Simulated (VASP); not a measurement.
## Au: single point with RPBE

Crystal: Au.

```
CELL_PARAMETERS angstrom
3.02175 0.00000 0.00000
-1.51088 2.61691 0.00000
0.00000 0.00000 10.11761
ATOMIC_POSITIONS crystal
Au 0.00000 0.00000 0.00000
Au 0.00000 0.00000 0.50000
Au 0.33333 0.66667 0.25000
Au 0.66667 0.33333 0.75000
```

This cell differs from its parent crystal: volume scaled by 1.08.

```yaml
Program: VASP 6.6.1
Task: single point
Functional: RPBE
Potentials_or_basis: VASP PAW PBE potentials, release 64 (Au)
Cutoff: 520 eV
k_mesh: 14 × 14 × 4
Occupations: fermi-dirac, width 0.1 eV
Spin: no spin polarisation
```

```yaml
Pressure: -7.3 GPa
Band_gap_on_the_k_mesh: zero (band 22 reaches 9.35 eV, above the bottom of band 23 at 4.99 eV)
```

Stress tensor (GPa, compression positive):
```
-7.21  0.00  0.00
 0.00 -7.21  0.00
 0.00  0.00 -7.42
```

Levels at points of the mesh, in eV from the Fermi level:
```
           k point  band 20  band 21  band 22  band 23  band 24  band 25
(0.00, 0.00, 0.00)    -2.39    -2.39    -1.97    -1.97    -0.34     2.04
(0.50, 0.00, 0.00)    -1.68     0.07     0.82     0.98     1.29     2.94
(0.00, 0.00, 0.50)    -2.52    -2.14    -2.14    -2.14    -2.14     5.15
(0.50, 0.00, 0.50)    -1.69     0.48     0.48     1.21     1.21     3.69
```

Wall time 65 s on 1 thread of Intel(R) Xeon(R) 6975P-C (Granite Rapids), on a shared host, peak memory 0.27 GiB.

Caveat: the PAW data sets were made with another functional, which shifts forces and pressure a little; spin-orbit coupling is left out, which moves the levels of the heavy elements.
